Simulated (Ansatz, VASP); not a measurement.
# One calculation of Al2Ru, two programs

```
Al Ru
1.0
     0.00000    3.98004    4.37555
     2.49063    0.00000    4.37555
     2.49063    3.98004    0.00000
Al Ru
4 2
Direct
  0.07890 0.42110 0.07890
  0.42110 0.07890 0.42110
  0.17110 0.82890 0.17110
  0.82890 0.17110 0.82890
  0.75000 0.75000 0.75000
  0.50000 0.50000 0.50000
```

Change from the starting cell: volume 14.458 Å^3 an atom, stretch along a over the lengths across it, relative to the relaxed cell 1.0621.

Alike in both runs: task single point; functional LDA; k mesh 10 × 10 × 10; occupations gaussian, width 0.03 eV; no spin polarisation.

|  | VASP | Ansatz |
| --- | --- | --- |
| version | VASP 6.6.1 | Ansatz 0.2.0 |
| potentials or method | VASP PAW LDA potentials, release 64 (Al, Ru_pv), cutoff 520 eV | scalar-relativistic, plane waves, PAW |
| valence electrons in the cell | 40 | 44 |

VASP gave:

```
gap on the k mesh at the Fermi level (eV)                     : 0.29
least direct gap on the mesh (eV)                             : 1.09
pressure (GPa)                                                : -11.7
traceless stress, the component that is largest in VASP (GPa) : -9.41
rms of the force components (eV/Å)                            : 0.171
```

Problem. Which values does Ansatz return?

Solution. gap on the k mesh at the Fermi level (eV): 0.30; least direct gap on the mesh (eV): 1.09; pressure (GPa): -12.1; traceless stress, the component that is largest in VASP (GPa): -9.38; rms of the force components (eV/Å): 0.175.

Ansatz warns that its potentials were made for another functional, while VASP's fit it. LDA's correlation is that of Perdew and Zunger in VASP and of Perdew and Wang (1992) in Ansatz. Atom by atom the forces differ by 0.004 eV/Å (rms over components). VASP's potentials hold 40 valence electrons a cell and Ansatz's 44, so a difference there can come from the potentials and not from the codes.
